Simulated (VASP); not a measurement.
# AlN (P6_3mc) in VASP: single point with PBE

Aim: the single point of AlN with PBE.

All numbers are computed with VASP 6.6.1; they aren't measurements. Logs are shortened: lines on timing, memory, paths and dates and some standing lists are left out, and cuts for length are marked.

### Step 1. The cell of the first run

Symmetry: P6_3mc, No. 186, hexagonal system. The conventional cell has a = 3.130 Å, b = 3.130 Å, c = 5.018 Å, α = 90.00°, β = 90.00°, γ = 120.00°. Within 2.5 Å of Al (site symmetry 3m) lie 4 N at 1.90 to 1.91 Å. N (site symmetry 3m) has 4 Al at 1.90 to 1.91 Å within 2.5 Å.

### Step 2. Single point, PBE

The input, INCAR:

```
SYSTEM = AlN
PREC = Accurate ; ENCUT = 520
EDIFF = 1E-6 ; ISMEAR = 0
SIGMA = 0.02 ; LREAL = .False.
LASPH = .True. ; NELM = 60
ALGO = Normal ; ISIF = 2
LWAVE = .False. ; LCHARG = .False.
GGA = PE ; NBANDS = 16
```

The input, KPOINTS:

```
Automatic mesh
0
Gamma
  9 9 6
  0 0 0
```

The input, POSCAR:

```
AlN
1.0
    3.1302090416      0.0000000000      0.0000000000
   -1.5651045208      2.7108405492      0.0000000000
    0.0000000000      0.0000000000      5.0180075701
Al N
2 2
Direct
    0.6666666667      0.3333333333      0.4992336340
    0.3333333333      0.6666666667      0.9992336340
    0.6666666667      0.3333333333      0.8807663660
    0.3333333333      0.6666666667      0.3807663660
```

Potentials or basis: VASP PAW PBE potentials, release 64 (Al, N).

The run is started by

```
cat potpaw_PBE.64/Al/POTCAR potpaw_PBE.64/N/POTCAR > POTCAR
mpirun -np 1 vasp_std > vasp.out
```

OUTCAR:

```text
SYSTEM = AlN
   PREC = Accurate
   ENCUT = 520
   EDIFF = 1E-6
   ISMEAR = 0
   LREAL = .False.
   LASPH = .True.
   NELM = 60
   ISIF = 2
   GGA = PE

 ion  position               nearest neighbor table
   1  0.667  0.333  0.499-   4 1.90   4 1.90   4 1.90   3 1.91   2 3.09   2 3.09   2 3.09   2 3.09
                             2 3.09   2 3.09
   2  0.333  0.667  0.999-   3 1.90   3 1.90   3 1.90   4 1.91   1 3.09   1 3.09   1 3.09   1 3.09
                             1 3.09   1 3.09
   3  0.667  0.333  0.881-   2 1.90   2 1.90   2 1.90   1 1.91
   4  0.333  0.667  0.381-   1 1.90   1 1.90   1 1.90   2 1.91

  LATTYP: Found a hexagonal cell.
 ALAT       =     3.1302090416
 C/A-ratio  =     1.6030902420

  Lattice vectors:

 A1 = (   3.1302090416,   0.0000000000,   0.0000000000)
 A2 = (  -1.5651045208,   2.7108405492,   0.0000000000)
 A3 = (   0.0000000000,   0.0000000000,   5.0180075701)

Analysis of symmetry for initial positions (statically):
=====================================================================
 Subroutine PRICEL returns:
 Original cell was already a primitive cell.

 Routine SETGRP: Setting up the symmetry group for a
 hexagonal supercell.

 Subroutine GETGRP returns: Found 12 space group operations
 (whereof  6 operations were pure point group operations)
 out of a pool of 24 trial point group operations.

The static configuration has the point symmetry C_3v.
 The point group associated with its full space group is C_6v.

Analysis of symmetry for dynamics (positions and initial velocities):
=====================================================================
 Subroutine PRICEL returns:
 Original cell was already a primitive cell.

 Routine SETGRP: Setting up the symmetry group for a
 hexagonal supercell.

 Subroutine GETGRP returns: Found 12 space group operations
 (whereof  6 operations were pure point group operations)
 out of a pool of 24 trial point group operations.

The dynamic configuration has the point symmetry C_3v.
 The point group associated with its full space group is C_6v.

 Subroutine INISYM returns: Found 12 space group operations
 (whereof  6 operations are pure point group operations),
 and found     1 'primitive' translations

----------------------------------------------------------------------------------------

                                     Primitive cell

  volume of cell :      42.5803

  direct lattice vectors                    reciprocal lattice vectors
     3.130209042  0.000000000  0.000000000     0.319467482  0.184444637  0.000000000
    -1.565104521  2.710840549  0.000000000     0.000000000  0.368889273  0.000000000
     0.000000000  0.000000000  5.018007570     0.000000000  0.000000000  0.199282282

  length of vectors
     3.130209042  3.130209042  5.018007570     0.368889273  0.368889273  0.199282282

  position of ions in fractional coordinates (direct lattice)
     0.666666667  0.333333333  0.499233634
     0.333333333  0.666666667  0.999233634
     0.666666667  0.333333333  0.880766366
     0.333333333  0.666666667  0.380766366

  ion indices of the primitive-cell ions
   primitive index   ion index
                 1           1
                 2           2
                 3           3
                 4           4

----------------------------------------------------------------------------------------

 KPOINTS: Automatic mesh

Automatic generation of k-mesh.
 Grid dimensions read from file:
 generate k-points for:    9    9    6

 Generating k-lattice:

  Cartesian coordinates                     Fractional coordinates (reciprocal lattice)
     0.035496387  0.020493849  0.000000000     0.111111111  0.000000000  0.000000000
     0.000000000  0.040987697  0.000000000     0.000000000  0.111111111  0.000000000
     0.000000000  0.000000000  0.033213714     0.000000000  0.000000000  0.166666667

  Length of vectors
     0.040987697  0.040987697  0.033213714

  Shift w.r.t. Gamma in fractional coordinates (k-lattice)
     0.000000000  0.000000000  0.000000000

 Subroutine IBZKPT returns following result:
 ===========================================

 Found     48 irreducible k-points:

 Following reciprocal coordinates:
            Coordinates               Weight
  0.000000  0.000000  0.000000      1.000000
  0.111111 -0.000000  0.000000      6.000000
  0.222222 -0.000000  0.000000      6.000000
  0.333333  0.000000  0.000000      6.000000
  0.444444 -0.000000  0.000000      6.000000
  0.111111  0.111111  0.000000      6.000000
[... 16 lines left out ...]
  0.333333  0.222222  0.166667     24.000000
  0.333333  0.333333  0.166667      4.000000
 [... further k-points ...]
   k-points           NKPTS =     48   k-points in BZ     NKDIM =     48   number of bands    NBANDS=     16
   number of dos      NEDOS =    301   number of ions     NIONS =      4
   total plane-waves  NPLWV =  23040
   dimension x,y,z NGX =    24 NGY =   24 NGZ =   40
   dimension x,y,z NGXF=    48 NGYF=   48 NGZF=   80
   ions per type =               2   2
   NGX,Y,Z   is equivalent  to a cutoff of  12.75, 12.75, 13.25 a.u.
   NGXF,Y,Z  is equivalent  to a cutoff of  25.49, 25.49, 26.50 a.u.
 SYSTEM =  AlN
   PREC   = accura    normal or accurate (medium, high low for compatibility)
   ISTART =      0    job   : 0-new  1-cont  2-samecut
   ICHARG =      2    charge: 1-file 2-atom 10-const
   ISPIN  =      1    spin polarized calculation?
   LNONCOLLINEAR =      F non collinear calculations
   LSORBIT =      F    spin-orbit coupling
   LASPH  =      T    aspherical Exc in radial PAW
   ENCUT  =  520.0 eV  38.22 Ry    6.18 a.u.   5.82  5.82  9.33*2*pi/ulx,y,z
   NELM   =     60;   NELMIN=  2; NELMDL= -5     # of ELM steps
   EDIFF  = 0.1E-05   stopping-criterion for ELM
   LREAL  =      F    real-space projection
   EDIFFG = 0.1E-04   stopping-criterion for IOM
   NSW    =      0    number of steps for IOM
   IBRION =     -1    ionic relax: 0-MD 1-quasi-New 2-CG
   NFREE  =      0    steps in history (QN), initial steepest desc. (CG)
   ISIF   =      2    stress and relaxation
   ISYM   =      2    0-nonsym 1-usesym 2-fastsym
   POTIM  = 0.5000    time-step for ionic-motion
   TEBEG  =    0.0;   TEEND  =   0.0 temperature during run
   PSTRESS=    0.0 pullay stress
   NELECT =      16.0000    total number of electrons
   NUPDOWN=      -1.0000    fix difference up-down
   EMIN   =  10.00;   EMAX   =-10.00  energy-range for DOS
   EFERMI =   0.00;   METHOD = LEGACY
   ISMEAR =     0;   SIGMA  =   0.02  broadening in eV -4-tet -1-fermi 0-gaus
   EFERMI_NEDOS =   21; number of points for ismear=-14 and -15
   IALGO  =     38    algorithm
   IMIX   =      4    mixing-type and parameters
     AMIX     =   0.40;   BMIX     =  1.00
     AMIX_MAG =   1.60;   BMIX_MAG =  1.00
  volume/ion in A,a.u.               =      10.65        71.84
  Fermi-wavevector in a.u.,A,eV,Ry     =   1.181350  2.232428 18.988128  1.395588
  Thomas-Fermi vector in A             =   2.317625
   LORBIT       =      0    0 simple, 1 ext, 2 COOP (PROOUT), +10 PAW based schemes
   GGA     = PE    functional components
   LHFCALC =     F    Hartree Fock is set to
   AEXX    =    0.0000 exact exchange contribution
   IVDW    =     0    specifies the selected vdW correction
   LEPSILON=     F    determine dielectric tensor
   LRPA    =     F    only Hartree local field effects (RPA)
 non-spin polarized calculation
 Gauss-broadening in eV      SIGMA  =   0.02
  energy-cutoff  :      520.00
  volume of cell :       42.58
 maximum number of plane-waves:      1170
 NGX is ok and might be reduce to    24
   NGX = 11   NGY = 11   NGZ = 19

 number of electron      15.9999998 magnetization

 Free energy of the ion-electron system (eV)
  ---------------------------------------------------
  ext. energy  EPLUGINS =         0.00000000
  ---------------------------------------------------
  free energy    TOTEN  =       -29.78048822 eV

  energy without entropy =      -29.78048822  energy(sigma->0) =      -29.78048822

 E-fermi :   6.1337     XC(G=0): -10.8269

 val. band max:        5.9641819149   @ k =   0.0000   0.0000   0.0000
 cond. band min:      10.0076593827   @ k =   0.0000   0.0000   0.0000
 fundamental gap:      4.0434774678
 Fermi energy:         6.1337004353

 k-point     1 :       0.0000    0.0000    0.0000
  band No.  band energies     occupation
      1      -9.1032      2.00000
      2      -7.0205      2.00000
      3       0.0588      2.00000
      4       5.1191      2.00000
      5       5.1191      2.00000
      6       5.7616      2.00000
[... 8 lines left out ...]
     15      18.9298      0.00000
     16      18.9298      0.00000

 k-point     2 :       0.1111   -0.0000    0.0000
  band No.  band energies     occupation
      1      -8.9500      2.00000
      2      -6.9347      2.00000
      3       0.2428      2.00000
      4       4.4223      2.00000
      5       4.9254      2.00000
      6       5.0813      2.00000
[... 8 lines left out ...]
     15      18.8014      0.00000
     16      18.9662      0.00000

 k-point     3 :       0.2222   -0.0000    0.0000
  band No.  band energies     occupation
      1      -8.5156      2.00000
      2      -6.7200      2.00000
      3       0.7767      2.00000
      4       2.9405      2.00000
      5       3.8355      2.00000
      6       4.5257      2.00000
[... 8 lines left out ...]
     15      17.9674      0.00000
     16      18.7763      0.00000

 k-point     4 :       0.3333    0.0000    0.0000
  band No.  band energies     occupation
      1      -7.8914      2.00000
      2      -6.5123      2.00000
      3       1.5088      2.00000
      4       1.6163      2.00000
      5       2.6734      2.00000
      6       4.1530      2.00000
[... 8 lines left out ...]
     15      17.8614      0.00000
     16      20.1805      0.00000

 k-point     5 :       0.4444   -0.0000    0.0000
  band No.  band energies     occupation
      1      -7.3033      2.00000
      2      -6.4898      2.00000
      3       0.6991      2.00000
      4       1.9396      2.00000
      5       2.4798      2.00000
      6       3.9384      2.00000
[... 8 lines left out ...]
     15      18.5232      0.00000
     16      20.9065      0.00000

 k-point     6 :       0.1111    0.1111    0.0000
  band No.  band energies     occupation
      1      -8.6558      2.00000
      2      -6.7839      2.00000
      3       0.6022      2.00000
      4       3.6003      2.00000
      5       3.8135      2.00000
      6       4.8483      2.00000
[... 8 lines left out ...]
     15      18.2566      0.00000
     16      18.9966      0.00000
[... 267 lines left out ...]
 k-point    21 :       0.4444    0.1111    0.1667
  band No.  band energies     occupation
      1      -7.0711      2.00000
      2      -6.5413      2.00000
      3       0.5795      2.00000
      4       1.5786      2.00000
      5       2.9816      2.00000
      6       3.6887      2.00000
[... 8 lines left out ...]
     15      18.5266      0.00000
     16      20.7483      0.00000

 k-point    22 :       0.2222    0.2222    0.1667
  band No.  band energies     occupation
      1      -7.4955      2.00000
      2      -6.5246      2.00000
      3       1.4307      2.00000
      4       1.6697      2.00000
      5       2.9221      2.00000
      6       3.3399      2.00000
[... 8 lines left out ...]
     15      18.0226      0.00000
     16      20.7295      0.00000

 k-point    23 :       0.3333    0.2222    0.1667
  band No.  band energies     occupation
      1      -6.9925      2.00000
      2      -6.5145      2.00000
      3       1.0410      2.00000
      4       1.6989      2.00000
      5       2.5110      2.00000
      6       3.5107      2.00000
[... 8 lines left out ...]
     15      18.5951      0.00000
     16      20.5492      0.00000

 k-point    24 :       0.3333    0.3333    0.1667
  band No.  band energies     occupation
      1      -6.6622      2.00000
      2      -6.6622      2.00000
      3       1.3513      2.00000
      4       1.8329      2.00000
      5       1.8329      2.00000
      6       3.3227      2.00000
[... 8 lines left out ...]
     15      18.9141      0.00000
     16      20.7957      0.00000

 [... further k-points ...]

------------------------ aborting loop because EDIFF is reached ----------------------------------------

  FORCE on cell =-STRESS in cart. coord.  units (eV):
  Direction    XX          YY          ZZ          XY          YZ          ZX
  --------------------------------------------------------------------------------------
  -------------------------------------------------------------------------------------
  Total       -0.0722407     -0.0722407     -0.0554724      0.0000000      0.0000000     -0.0000000
  in kB       -2.7182173     -2.7182173     -2.0872723      0.0000000      0.0000000     -0.0000000
  external PRESSURE =      -2.5079023 kB  Pullay stress =       0.0000000 kB

 VOLUME and BASIS-vectors are now :
 -----------------------------------------------------------------------------
  energy-cutoff  :      520.00
  volume of cell :       42.58
      direct lattice vectors                 reciprocal lattice vectors
     3.130209042  0.000000000  0.000000000     0.319467482  0.184444637  0.000000000
    -1.565104521  2.710840549  0.000000000     0.000000000  0.368889273  0.000000000
     0.000000000  0.000000000  5.018007570     0.000000000  0.000000000  0.199282282

 POSITION                                       TOTAL-FORCE (eV/Angst)
 -----------------------------------------------------------------------------------
      1.56510      0.90361      2.50516        -0.000000      0.000000      0.000260
     -0.00000      1.80723      5.01416         0.000000     -0.000000      0.000260
      1.56510      0.90361      4.41969        -0.000000      0.000000     -0.000260
     -0.00000      1.80723      1.91069         0.000000      0.000000     -0.000260
 -----------------------------------------------------------------------------------
    total drift:                               -0.000000     -0.000000      0.000504

  FREE ENERGIE OF THE ION-ELECTRON SYSTEM (eV)
  ---------------------------------------------------
  free  energy   TOTEN  =       -29.7804882214 eV

  energy  without entropy=      -29.7804882214  energy(sigma->0) =      -29.78048822
```

Wall time 10 s (1 thread of Intel Xeon 6975P-C (Granite Rapids), shared host); peak memory 0.16 GiB.

Results:

| Item | Value |
| --- | --- |
| Free energy | -29.7805 eV |
| Pressure | -0.3 GPa |
| Band gap on the k mesh | 4.04 eV |

Levels at points of the mesh, in eV from the valence-band top:
| k point | band 4 | band 5 | band 6 | band 7 | band 8 | band 9 | band 10 | band 11 | band 12 | band 13 |
| --- | --- | --- | --- | --- | --- | --- | --- | --- | --- | --- |
| (0.00, 0.00, 0.00) | -0.85 | -0.85 | -0.20 | -0.20 | 0.00 | 4.04 | 6.51 | 10.46 | 11.03 | 11.03 |
| (0.00, 0.00, 0.50) | -3.30 | -0.53 | -0.53 | -0.53 | -0.53 | 6.31 | 6.31 | 10.17 | 10.17 | 11.34 |
